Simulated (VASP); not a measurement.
W2S, 3 atoms in the cell. It takes space group P6/mmm (No. 191, hexagonal). Conventional cell: a = 4.459 Å, b = 4.459 Å, c = 2.911 Å, α = 90.00°, β = 90.00°, γ = 120.00°. W (site symmetry -6m2) has 5 W at 2.57 to 2.91 Å and 6 S at 2.96 Å within 3.4 Å. Within 3.8 Å of S (site symmetry 6/mmm) lie 2 S at 2.91 Å and 12 W at 2.96 Å. 

```yaml
Program: VASP 6.6.1
Task: single point
Functional: PBE
Potentials_or_basis: VASP PAW PBE potentials, release 64 (W_sv, S)
Cutoff: 520 eV
k_mesh: 6 × 6 × 4
Occupations: gaussian, width 0.1 eV
Spin: no spin polarisation
Dipole_correction: no
Further_INCAR_settings: ALGO = Normal; EDIFF = 1e-06; NBANDS = 24
```

Potentials or basis: VASP PAW PBE potentials, release 64 (W_sv, S).

Launch:

```bash
$ cat potpaw_PBE.64/W_sv/POTCAR potpaw_PBE.64/S/POTCAR > POTCAR
$ mpirun -np 1 vasp_std > vasp.out
```

Hardware: 1 thread of Intel(R) Xeon(R) Platinum 8259CL CPU @ 2.50GHz (Skylake/Cascade Lake), with other jobs on the host.

Problem. Estimate the wall time of this run.

Solution. Wall time 25 s on 1 thread of Intel(R) Xeon(R) Platinum 8259CL CPU @ 2.50GHz (Skylake/Cascade Lake) (shared host), peak memory 0.18 GiB. Counts: scf iterations 13, k points 21.
